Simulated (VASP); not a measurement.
# KTaO3 (Pm-3m) in VASP: further runs

KTaO3 is run at these levels: PBE; tasks: single point, relaxation of cell and atoms.

Everything below comes from runs of VASP 6.6.1. Logs are shortened: lines on timing, memory, paths and dates and some standing lists are left out, and cuts for length are marked.

### Step 1. The cell of the first run

Symmetry: Pm-3m, No. 221, cubic system. The conventional cell has a = 4.024 Å, b = 4.024 Å, c = 4.024 Å, α = 90.00°, β = 90.00°, γ = 90.00°. Within 3.7 Å of K (site symmetry m-3m) lie 12 O at 2.85 Å and 8 Ta at 3.49 Å. Within 2.7 Å of Ta (site symmetry m-3m) lie 6 O at 2.01 Å. O (site symmetry 4/mmm) has 2 Ta at 2.01 Å within 2.7 Å.

### Step 2. Single point, PBE

The input, INCAR:

```
  PREC = Accurate
  ENCUT = 520
  EDIFF = 1E-7
  ISMEAR = 0
  SIGMA = 0.01
  LREAL = Auto
  LASPH = T
  NELM = 100
  ALGO = Normal
  ISIF = 2
  LWAVE = F
  LCHARG = T
  GGA = PE
  LELF = T
  LVHAR = T
  NBANDS = 178
```

The input, KPOINTS:

```
Automatic mesh
0
Gamma
  2 2 2
  0.5 0.5 0.5
```

The input, POSCAR:

```
KTaO3
1.0
    8.0487713823      0.0000000000      0.0000000000
    0.0000000000     -8.0487713823      0.0000000000
    0.0000000000      0.0000000000     -8.0487713823
K Ta O
8 8 24
Direct
    0.2500000000      0.2500000000      0.2500000000
    0.2500000000      0.2500000000      0.7500000000
    0.2500000000      0.7500000000      0.2500000000
    0.2500000000      0.7500000000      0.7500000000
    0.7500000000      0.2500000000      0.2500000000
    0.7500000000      0.2500000000      0.7500000000
    0.7500000000      0.7500000000      0.2500000000
    0.7500000000      0.7500000000      0.7500000000
    0.0000000000      0.5000000000      0.0000000000
    0.0000000000      0.5000000000      0.5000000000
    0.0000000000      1.0000000000      0.0000000000
    0.0000000000      1.0000000000      0.5000000000
    0.5000000000      0.5000000000      0.0000000000
    0.5000000000      0.5000000000      0.5000000000
    0.5000000000      1.0000000000      0.0000000000
    0.5000000000      1.0000000000      0.5000000000
    0.0000000000      0.2500000000      0.0000000000
    0.0000000000      0.2500000000      0.5000000000
    0.0000000000      0.7500000000      0.0000000000
    0.0000000000      0.7500000000      0.5000000000
    0.5000000000      0.2500000000      0.0000000000
    0.5000000000      0.2500000000      0.5000000000
    0.5000000000      0.7500000000      0.0000000000
    0.5000000000      0.7500000000      0.5000000000
    0.0000000000      0.0000000000      0.2500000000
    0.0000000000      0.0000000000      0.7500000000
    0.0000000000      0.5000000000      0.2500000000
    0.0000000000      0.5000000000      0.7500000000
    0.5000000000      0.0000000000      0.2500000000
    0.5000000000      0.0000000000      0.7500000000
    0.5000000000      0.5000000000      0.2500000000
    0.5000000000      0.5000000000      0.7500000000
    0.2500000000      0.5000000000      0.0000000000
    0.2500000000      0.5000000000      0.5000000000
    0.2500000000      1.0000000000      0.0000000000
    0.2500000000      1.0000000000      0.5000000000
    0.7500000000      0.5000000000      0.0000000000
    0.7500000000      0.5000000000      0.5000000000
    0.7500000000      1.0000000000      0.0000000000
    0.7500000000      1.0000000000      0.5000000000
```

Potentials or basis: VASP PAW PBE potentials, release 64 (K_sv, Ta_pv, O).

Started as:

```bash
cat potpaw_PBE.64/K_sv/POTCAR potpaw_PBE.64/Ta_pv/POTCAR potpaw_PBE.64/O/POTCAR > POTCAR
mpirun -np 1 vasp_std > vasp.out
```

OUTCAR:

```text
PREC = Accurate
   ENCUT = 520
   EDIFF = 1E-7
   ISMEAR = 0
   LREAL = Auto
   LASPH = T
   NELM = 100
   ISIF = 2
   GGA = PE

 ion  position               nearest neighbor table
   1  0.250  0.250  0.250-  17 2.85  18 2.85  21 2.85  22 2.85  25 2.85  27 2.85  29 2.85  31 2.85
                            33 2.85  34 2.85  35 2.85  36 2.85  13 3.49  14 3.49  15 3.49  16 3.49
   2  0.250  0.250  0.750-  17 2.85  18 2.85  21 2.85  22 2.85  26 2.85  28 2.85  30 2.85  32 2.85
                            33 2.85  34 2.85  35 2.85  36 2.85  13 3.49  14 3.49  15 3.49  16 3.49
   3  0.250  0.750  0.250-  19 2.85  20 2.85  23 2.85  24 2.85  25 2.85  27 2.85  29 2.85  31 2.85
                            33 2.85  34 2.85  35 2.85  36 2.85  13 3.49  14 3.49  15 3.49  16 3.49
   4  0.250  0.750  0.750-  19 2.85  20 2.85  23 2.85  24 2.85  26 2.85  28 2.85  30 2.85  32 2.85
                            33 2.85  34 2.85  35 2.85  36 2.85  13 3.49  14 3.49  15 3.49  16 3.49
   5  0.750  0.250  0.250-  17 2.85  18 2.85  21 2.85  22 2.85  25 2.85  27 2.85  29 2.85  31 2.85
                            37 2.85  38 2.85  39 2.85  40 2.85  13 3.49  14 3.49  15 3.49  16 3.49
   6  0.750  0.250  0.750-  17 2.85  18 2.85  21 2.85  22 2.85  26 2.85  28 2.85  30 2.85  32 2.85
                            37 2.85  38 2.85  39 2.85  40 2.85  13 3.49  14 3.49  15 3.49  16 3.49
   7  0.750  0.750  0.250-  19 2.85  20 2.85  23 2.85  24 2.85  25 2.85  27 2.85  29 2.85  31 2.85
                            37 2.85  38 2.85  39 2.85  40 2.85  13 3.49  14 3.49  15 3.49  16 3.49
   8  0.750  0.750  0.750-  19 2.85  20 2.85  23 2.85  24 2.85  26 2.85  28 2.85  30 2.85  32 2.85
                            37 2.85  38 2.85  39 2.85  40 2.85  13 3.49  14 3.49  15 3.49  16 3.49
   9  0.000  0.500  0.000-  17 2.01  19 2.01  27 2.01  28 2.01  33 2.01  37 2.01   7 3.49   8 3.49
[... 37 lines left out ...]
  39  0.750  0.000  0.000-  11 2.01  15 2.01   7 2.85   8 2.85   5 2.85   6 2.85
  40  0.750  0.000  0.500-  12 2.01  16 2.01   7 2.85   8 2.85   5 2.85   6 2.85

  LATTYP: Found a simple cubic cell.
 ALAT       =     8.0487713823

  Lattice vectors:

 A1 = (   8.0487713823,   0.0000000000,   0.0000000000)
 A2 = (   0.0000000000,  -8.0487713823,   0.0000000000)
 A3 = (   0.0000000000,   0.0000000000,  -8.0487713823)

Analysis of symmetry for initial positions (statically):
=====================================================================
 Subroutine PRICEL returns following result:

  LATTYP: Found a simple cubic cell.
 ALAT       =     4.0243856911

  Lattice vectors:

 A1 = (   4.0243856911,   0.0000000000,   0.0000000000)
 A2 = (   0.0000000000,  -4.0243856911,   0.0000000000)
 A3 = (   0.0000000000,   0.0000000000,  -4.0243856911)

   8 primitive cells build up your supercell.

 Routine SETGRP: Setting up the symmetry group for a
 simple cubic supercell.

 Subroutine GETGRP returns: Found 48 space group operations
 (whereof 48 operations were pure point group operations)
 out of a pool of 48 trial point group operations.

The static configuration has the point symmetry O_h .

Analysis of symmetry for dynamics (positions and initial velocities):
=====================================================================
 Subroutine PRICEL returns following result:

  LATTYP: Found a simple cubic cell.
 ALAT       =     4.0243856911

  Lattice vectors:

 A1 = (   4.0243856911,   0.0000000000,   0.0000000000)
 A2 = (   0.0000000000,  -4.0243856911,   0.0000000000)
 A3 = (   0.0000000000,   0.0000000000,  -4.0243856911)

   8 primitive cells build up your supercell.

 Routine SETGRP: Setting up the symmetry group for a
 simple cubic supercell.

 Subroutine GETGRP returns: Found 48 space group operations
 (whereof 48 operations were pure point group operations)
 out of a pool of 48 trial point group operations.

The dynamic configuration has the point symmetry O_h .

 Subroutine INISYM returns: Found 48 space group operations
 (whereof 48 operations are pure point group operations),
 and found     8 'primitive' translations

----------------------------------------------------------------------------------------

                                     Primitive cell

  volume of cell :      65.1777

  direct lattice vectors                    reciprocal lattice vectors
     4.024385691  0.000000000  0.000000000     0.248485130  0.000000000  0.000000000
     0.000000000 -4.024385691  0.000000000     0.000000000 -0.248485130  0.000000000
     0.000000000  0.000000000 -4.024385691     0.000000000  0.000000000 -0.248485130

  length of vectors
     4.024385691  4.024385691  4.024385691     0.248485130  0.248485130  0.248485130

  position of ions in fractional coordinates (direct lattice)
     0.500000000  0.500000000  0.500000000
     0.000000000  0.000000000  0.000000000
     0.000000000  0.500000000  0.000000000
     0.000000000  0.000000000  0.500000000
     0.500000000  0.000000000  0.000000000

[... 45 lines left out ...]
 SYSTEM =  unknown system
   PREC   = accura    normal or accurate (medium, high low for compatibility)
   ISTART =      0    job   : 0-new  1-cont  2-samecut
   ICHARG =      2    charge: 1-file 2-atom 10-const
   ISPIN  =      1    spin polarized calculation?
   LNONCOLLINEAR =      F non collinear calculations
   LSORBIT =      F    spin-orbit coupling
   LASPH  =      T    aspherical Exc in radial PAW
   ENCUT  =  520.0 eV  38.22 Ry    6.18 a.u.  14.97 14.97 14.97*2*pi/ulx,y,z
   NELM   =    100;   NELMIN=  2; NELMDL= -5     # of ELM steps
   EDIFF  = 0.1E-06   stopping-criterion for ELM
   LREAL  =      T    real-space projection
   EDIFFG = 0.1E-05   stopping-criterion for IOM
   NSW    =      0    number of steps for IOM
   IBRION =     -1    ionic relax: 0-MD 1-quasi-New 2-CG
   NFREE  =      0    steps in history (QN), initial steepest desc. (CG)
   ISIF   =      2    stress and relaxation
   ISYM   =      2    0-nonsym 1-usesym 2-fastsym
   POTIM  = 0.5000    time-step for ionic-motion
   TEBEG  =    0.0;   TEEND  =   0.0 temperature during run
   PSTRESS=    0.0 pullay stress
   NELECT =     304.0000    total number of electrons
   NUPDOWN=      -1.0000    fix difference up-down
   EMIN   =  10.00;   EMAX   =-10.00  energy-range for DOS
   EFERMI =   0.00;   METHOD = LEGACY
   ISMEAR =     0;   SIGMA  =   0.01  broadening in eV -4-tet -1-fermi 0-gaus
   EFERMI_NEDOS =   21; number of points for ismear=-14 and -15
   IALGO  =     38    algorithm
   IMIX   =      4    mixing-type and parameters
     AMIX     =   0.40;   BMIX     =  1.00
     AMIX_MAG =   1.60;   BMIX_MAG =  1.00
  volume/ion in A,a.u.               =      13.04        87.97
  Fermi-wavevector in a.u.,A,eV,Ry     =   1.367634  2.584453 25.448632  1.870422
  Thomas-Fermi vector in A             =   2.493669
   LORBIT       =      0    0 simple, 1 ext, 2 COOP (PROOUT), +10 PAW based schemes
   GGA     = PE    functional components
   LHFCALC =     F    Hartree Fock is set to
   AEXX    =    0.0000 exact exchange contribution
   IVDW    =     0    specifies the selected vdW correction
   LEPSILON=     F    determine dielectric tensor
   LRPA    =     F    only Hartree local field effects (RPA)
 non-spin polarized calculation
 Gauss-broadening in eV      SIGMA  =   0.01
  energy-cutoff  :      520.00
  volume of cell :      521.42
 maximum number of plane-waves:     14048
 NGX is ok and might be reduce to    60

 number of electron     303.9999833 magnetization

 Free energy of the ion-electron system (eV)
  ---------------------------------------------------
  ext. energy  EPLUGINS =         0.00000000
  ---------------------------------------------------
  free energy    TOTEN  =      -328.72821656 eV

  energy without entropy =     -328.72821656  energy(sigma->0) =     -328.72821656

 E-fermi :   1.5092     XC(G=0): -10.7334

 val. band max:        1.4512902456   @ k =   0.2500   0.2500   0.2500
 cond. band min:       4.4923057189   @ k =   0.2500   0.2500   0.2500
 fundamental gap:      3.0410154732
 Fermi energy:         1.5092435867

 k-point     1 :       0.2500    0.2500    0.2500
  band No.  band energies     occupation
      1     -32.6780      2.00000
      2     -32.6780      2.00000
      3     -32.6780      2.00000
      4     -32.6755      2.00000
      5     -32.6755      2.00000
      6     -32.6755      2.00000
[... 156 lines left out ...]
    163       6.2457      0.00000
    164       6.2457      0.00000
 [bands above 164 left out]

------------------------ aborting loop because EDIFF is reached ----------------------------------------

  FORCE on cell =-STRESS in cart. coord.  units (eV):
  Direction    XX          YY          ZZ          XY          YZ          ZX
  --------------------------------------------------------------------------------------
  -------------------------------------------------------------------------------------
  Total        1.7237166      1.7237166      1.7237166      0.0000000     -0.0000000     -0.0000000
  in kB        5.2964841      5.2964841      5.2964841      0.0000000     -0.0000000     -0.0000000
  external PRESSURE =       5.2964841 kB  Pullay stress =       0.0000000 kB

 VOLUME and BASIS-vectors are now :
 -----------------------------------------------------------------------------
  energy-cutoff  :      520.00
  volume of cell :      521.42
      direct lattice vectors                 reciprocal lattice vectors
     8.048771382  0.000000000  0.000000000     0.124242565  0.000000000  0.000000000
     0.000000000 -8.048771382  0.000000000     0.000000000 -0.124242565  0.000000000
     0.000000000  0.000000000 -8.048771382     0.000000000  0.000000000 -0.124242565

 POSITION                                       TOTAL-FORCE (eV/Angst)
 -----------------------------------------------------------------------------------
      2.01219     -2.01219     -2.01219         0.000000      0.000000     -0.000000
      2.01219     -2.01219     -6.03658         0.000000     -0.000000      0.000000
      2.01219     -6.03658     -2.01219        -0.000000      0.000000      0.000000
      2.01219     -6.03658     -6.03658         0.000000      0.000000      0.000000
      6.03658     -2.01219     -2.01219         0.000000     -0.000000     -0.000000
      6.03658     -2.01219     -6.03658         0.000000     -0.000000      0.000000
[... 32 lines left out ...]
      6.03658      0.00000      0.00000         0.000000      0.000000     -0.000000
      6.03658      0.00000     -4.02439         0.000000      0.000000      0.000000
 -----------------------------------------------------------------------------------
    total drift:                                0.000000      0.000000     -0.000000

  FREE ENERGIE OF THE ION-ELECTRON SYSTEM (eV)
  ---------------------------------------------------
  free  energy   TOTEN  =      -328.7282165563 eV

  energy  without entropy=     -328.7282165563  energy(sigma->0) =     -328.72821656
```

Wall time 3.2 min (1 thread of Intel Xeon Platinum 8259CL at 2.50GHz (Skylake/Cascade Lake), shared host); peak memory 0.51 GiB.

What came out:

```
Free energy            : -328.7282 eV
Pressure               : 0.5 GPa
Band gap on the k mesh : 3.04 eV
```

Caveat: spin-orbit coupling is left out, which moves the levels of the heavy elements. A k mesh can miss the band edges.

### Step 3. Single point, PBE

This run uses another cell than the first one: it holds 5 atoms, not 40.

The input, INCAR:

```
PREC     = Accurate       # precision mode
ENCUT    = 520            # plane-wave cutoff, eV
EDIFF    = 1E-6           # SCF threshold, eV
ISMEAR   = 0              # smearing method
SIGMA    = 0.02           # smearing width, eV
LREAL    = F              # projectors in reciprocal space
LASPH    = T              # aspherical terms in the spheres
NELM     = 100            # most SCF steps
ALGO     = Normal         # electronic algorithm
ISIF     = 2              # what is computed and relaxed
LWAVE    = F              # write WAVECAR
LCHARG   = F              # write CHGCAR
GGA      = PE             # functional
NBANDS   = 27             # bands
```

The input, KPOINTS:

```
regular mesh
0
Gamma
  8 8 8
```

The input, POSCAR:

```
KTaO3
1.0
    4.0243856912      0.0000000000      0.0000000000
    0.0000000000      4.0243856912      0.0000000000
    0.0000000000      0.0000000000      4.0243856912
K Ta O
1 1 3
Direct
    0.5000000000      0.5000000000      0.5000000000
    0.0000000000      0.0000000000      0.0000000000
    0.0000000000      0.5000000000      0.0000000000
    0.0000000000      0.0000000000      0.5000000000
    0.5000000000      0.0000000000      0.0000000000
```

Potentials or basis: VASP PAW PBE potentials, release 64 (K_sv, Ta_pv, O).

Started as:

```bash
cat potpaw_PBE.64/K_sv/POTCAR potpaw_PBE.64/Ta_pv/POTCAR potpaw_PBE.64/O/POTCAR > POTCAR
mpirun -np 1 vasp_std > vasp.out
```

Run time: 48 s. Hardware: 1 thread of Intel Xeon Platinum 8259CL at 2.50GHz (Skylake/Cascade Lake), shared host; peak memory 0.2 GiB.

It converged, with:

* Free energy: -41.0675 eV
* Pressure: 0.6 GPa
* Band gap on the k mesh: 2.12 eV, indirect (least direct gap 2.75 eV)

Levels at points of the mesh, in eV from the valence-band top:
```
           k point  band 17  band 18  band 19  band 20  band 21  band 22
(0.00, 0.00, 0.00)    -0.63    -0.63    -0.63     2.12     2.12     2.12
(0.50, 0.00, 0.00)    -1.45    -0.85    -0.85     2.26     4.84     4.84
(0.50, 0.50, 0.00)    -1.40    -1.40    -0.04     4.88     4.88     6.11
(0.50, 0.50, 0.50)     0.00     0.00     0.00     6.23     6.23     6.23
```

Caveat: spin-orbit coupling is left out, which moves the levels of the heavy elements.

### Step 4. Relaxation of cell and atoms, PBE

This run uses another cell than the first one: it holds 5 atoms, not 40.

The input, INCAR:

```
SYSTEM = KTaO3
PREC     = Accurate       ! precision mode
ENCUT    = 600            ! plane-wave cutoff, eV
EDIFF    = 1E-7           ! SCF threshold, eV
ISMEAR   = 0              ! smearing method
SIGMA    = 0.02           ! smearing width, eV
LREAL    = .False.        ! projectors in reciprocal space
LASPH    = .True.         ! aspherical terms in the spheres
NELM     = 100            ! most SCF steps
ALGO     = Normal         ! electronic algorithm
ISIF     = 3              ! what is computed and relaxed
LWAVE    = .False.        ! write WAVECAR
LCHARG   = .False.        ! write CHGCAR
GGA      = PE             ! functional
IBRION   = 2              ! ionic algorithm
NSW      = 100            ! ionic steps
EDIFFG   = -0.005         ! ionic threshold
```

The input, KPOINTS:

```
Automatic mesh
0
Gamma
  8 8 8
  0 0 0
```

Changes to POSCAR since step 3:

```diff
@@ -2,5 +2,5 @@
 1.0
-    4.0243856912      0.0000000000      0.0000000000
-    0.0000000000      4.0243856912      0.0000000000
-    0.0000000000      0.0000000000      4.0243856912
+    3.9948813700      0.0000000000      0.0000000000
+    0.0000000000      3.9948813700      0.0000000000
+    0.0000000000      0.0000000000      3.9948813700
 K Ta O
```

Started as:

```bash
cat potpaw_PBE.64/K_sv/POTCAR potpaw_PBE.64/Ta_pv/POTCAR potpaw_PBE.64/O/POTCAR > POTCAR
mpirun -np 1 vasp_std > vasp.out
```

Run time: 1.7 min. Hardware: 1 thread of Intel Xeon Platinum 8259CL at 2.50GHz (Skylake/Cascade Lake), shared host; peak memory 0.23 GiB.

It converged, with:

```yaml
Free_energy: -41.0728 eV
Relaxed_volume: 13.07 Å³/atom
Relaxed_cell: a = 4.028 Å, b = 4.028 Å, c = 4.028 Å, α = 90.00°, β = 90.00°, γ = 90.00°
Space_group_after_relaxing_to_0.05_Å: Pm-3m (No. 221)
Energy_gained_by_relaxing: 4.6 meV/atom
Ionic_steps: 3
Pressure_after_relaxing: 0.0 GPa
Band_gap_on_the_k_mesh: 2.11 eV, indirect (least direct gap 2.74 eV)
```

Step by step:
```csv
step,energy change (eV),largest force (eV/Å),pressure (GPa),volume (Å³)
1,0.0000,0.0000,4.85,63.75
2,0.0126,0.0000,-5.43,67.38
3,-0.0232,0.0000,-0.03,65.34
```

Final structure:
```xyz
5
Lattice="4.0277 0.0000 0.0000 0.0000 4.0277 0.0000 0.0000 0.0000 4.0277" Properties=species:S:1:pos:R:3 pbc="T T T"
K     2.0138    2.0138    2.0138
Ta    0.0000    0.0000    0.0000
O     0.0000    2.0138    0.0000
O     0.0000    0.0000    2.0138
O     2.0138    0.0000    0.0000
```

Levels at points of the mesh, in eV from the valence-band top:
| k point | band 16 | band 17 | band 18 | band 19 | band 20 | band 21 | band 22 | band 23 |
| --- | --- | --- | --- | --- | --- | --- | --- | --- |
| (0.00, 0.00, 0.00) | -1.01 | -0.63 | -0.63 | -0.63 | 2.11 | 2.11 | 2.11 | 6.39 |
| (0.50, 0.00, 0.00) | -2.07 | -1.44 | -0.85 | -0.85 | 2.26 | 4.82 | 4.82 | 6.46 |
| (0.50, 0.50, 0.00) | -1.70 | -1.40 | -1.40 | -0.04 | 4.86 | 4.86 | 6.09 | 7.29 |
| (0.50, 0.50, 0.50) | -3.81 | 0.00 | 0.00 | 0.00 | 6.21 | 6.21 | 6.21 | 8.83 |

Caveat: spin-orbit coupling is left out, which moves the levels of the heavy elements. As with any semilocal functional, this PBE gap is likely too small.

### Step 5. Summary

```csv
task,cell,k mesh,cutoff (eV),smearing,gap on the mesh (eV),pressure (GPa)
single point,"a = 8.049 Å, 40 atoms","2 × 2 × 2, shifted",520,gaussian 0.01 eV,3.04,0.5
single point,"a = 4.024 Å, 5 atoms",8 × 8 × 8,520,gaussian 0.02 eV,2.12,0.6
relaxation of cell and atoms,"relaxed from a = 3.995 Å, 5 atoms",8 × 8 × 8,600,gaussian 0.02 eV,2.11,0.0
```

Alike in all rows: level PBE; potentials or basis VASP PAW PBE potentials, release 64 (K_sv, Ta_pv, O); no spin polarisation.

Caveats: spin-orbit coupling is left out, which moves the levels of the heavy elements.

Total energies depend on the potentials used, so only differences within one code and one set of settings carry meaning.
